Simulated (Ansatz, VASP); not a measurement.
## One calculation of Eu, two programs

```
CELL_PARAMETERS angstrom
-2.22747 2.22747 2.22747
2.22747 -2.22747 2.22747
2.22747 2.22747 -2.22747
ATOMIC_POSITIONS crystal
Eu 0.00000 0.00000 0.00000
```

Alike in both runs: task single point; functional r2SCAN; k mesh 10 × 10 × 10; occupations gaussian, width 0.01 eV; collinear spin.

|  | VASP | Ansatz |
| --- | --- | --- |
| version | VASP 6.6.1 | Ansatz 0.2.0 |
| potentials or method | VASP PAW PBE potentials, release 64 (Eu), cutoff 520 eV | plane waves (500 eV) with PAW, scalar-relativistic |
| valence electrons in the cell | 17 | 17 |

VASP gave:

| Quantity | Value |
| --- | --- |
| pressure (GPa) | -0.3 |
| net moment per atom (μB) | 7.78 |
| size of the moment on the site where the two differ most (μB) | 6.71 |

**Question.** Which values does Ansatz return?

**Answer.** Pressure (GPa): 0.0; net moment per atom (μB): 7.64; size of the moment on the site where the two differ most (μB): 7.21.

The net moments are unlike, so the other rows may belong to different states. VASP's potentials were made for PBE, not for r2SCAN. Site moments also hang on the region over which each program counts them. Ansatz's warnings: stability check not made.

Spin-orbit coupling is off throughout.
